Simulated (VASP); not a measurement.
Write the native input for VASP 6.6.1 that does the following.

```yaml
Task: single point
Functional: PBEsol
Potentials_or_basis: VASP PAW PBE potentials, release 64 (Be, S)
Cutoff: 600 eV
k_mesh: 6 × 6 × 6
Occupations: fermi-dirac, width 0.02 eV
Spin: no spin polarisation
Dipole_correction: no
Further_INCAR_settings: ALGO = Normal; EDIFF = 1e-06; NBANDS = 11
```

The structure of BeS lies in POSCAR:

```
BeS
1.0
    2.9413850451      0.0000000000      0.0000000000
    0.0000000000      2.9413850451      0.0000000000
    0.0000000000      0.0000000000      2.9413850451
Be S
1 1
Direct
    0.0000000000      0.0000000000      0.0000000000
    0.5000000000      0.5000000000      0.5000000000
```

One way to write it, as run:

INCAR

```
PREC = Accurate ; ENCUT = 600
EDIFF = 1E-6 ; ISMEAR = -1
SIGMA = 0.02 ; LREAL = False
LASPH = True ; NELM = 120
ALGO = Normal ; ISIF = 2
LWAVE = False ; LCHARG = True
GGA = PS ; LELF = True
LVHAR = True ; NBANDS = 11
GGA_COMPAT = False
```

KPOINTS

```
Automatic mesh
0
Gamma
  6 6 6
```

Potentials or basis: VASP PAW PBE potentials, release 64 (Be, S).

The run is started by

```sh
$ cat potpaw_PBE.64/Be/POTCAR potpaw_PBE.64/S/POTCAR > POTCAR
$ mpirun -np 1 vasp_std > vasp.out
```

It gave:

The pressure is -4.9 GPa and the band gap on the k mesh is zero (band 4 reaches 7.74 eV, above the bottom of band 5 at 6.51 eV).

Caveat: the PAW data sets were made with another functional, which shifts forces and pressure a little.

Wall time 12 s on 1 thread of Intel Xeon 8259CL, with other jobs on the host, peak memory 0.13 GiB.
